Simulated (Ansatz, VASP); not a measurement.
One calculation of KTaO3, two programs

```
K Ta O
1.0
     3.92780    0.00000    0.00000
     0.00000    3.92780    0.00000
     0.00000    0.00000    4.43134
K Ta O
1 1 3
Direct
  0.50000 0.50000 0.50000
  0.00000 0.00000 0.00000
  0.50000 0.00000 0.00000
  0.00000 0.50000 0.00000
  0.00000 0.00000 0.50000
```

Alike in both runs: task single point; functional PBEsol; k mesh 8 × 8 × 8; occupations gaussian, width 0.05 eV; no spin polarisation.

|  | VASP | Ansatz |
| --- | --- | --- |
| version | VASP 6.6.1 | Ansatz 0.2.0 |
| potentials or method | VASP PAW PBE potentials, release 64 (K_sv, Ta_pv, O), cutoff 520 eV | scalar-relativistic, plane waves, PAW |
| valence electrons in the cell | 38 | 40 |

VASP gave:

| Item | Value |
| --- | --- |
| gap on the k mesh at the Fermi level (eV) | 1.75 |
| least direct gap on the mesh (eV) | 2.11 |
| pressure (GPa) | -8.2 |
| traceless stress, the component that is largest in VASP (GPa) | -19.06 |

Question: Which values does Ansatz return?

Answer: gap on the k mesh at the Fermi level (eV): 1.78; least direct gap on the mesh (eV): 2.15; pressure (GPa): -8.8; traceless stress, the component that is largest in VASP (GPa): -18.72.

VASP's potentials were made for PBE, not for PBEsol. With one functional, cell and mesh, what is left measures potentials, basis and numerics. VASP's potentials hold 38 valence electrons a cell and Ansatz's 40, so a difference there can come from the potentials and not from the codes.

Spin-orbit coupling is off throughout.
